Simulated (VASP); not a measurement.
AlN:

```xyz
2
Lattice="0.0000 2.1849 2.1849 2.1849 0.0000 2.1849 2.1849 2.1849 0.0000" Properties=species:S:1:pos:R:3 pbc="T T T"
Al    0.0000    0.0000    0.0000
N     3.2773    3.2773    3.2773
```

Base run:

- Program: VASP 6.6.1
- Functional: PBE0
- Potentials or basis: VASP PAW PBE potentials, release 64 (Al, N)
- Cutoff: 520 eV
- k mesh: 8 × 8 × 8
- Occupations: gaussian, width 0.01 eV
- Spin: no spin polarisation

Its results: band gap on the k mesh 5.29 eV (least direct gap 6.27 eV); pressure -0.8 GPa.

Q: The run is repeated on the same cell with these changes: functional from PBE0 to HSE06. What comes out?

A: Band gap on the k mesh 4.55 eV (least direct gap 5.54 eV); pressure -0.8 GPa.

Caveats: the PAW data sets were made with another functional, which shifts forces and pressure a little.

A k mesh can miss the band edges.
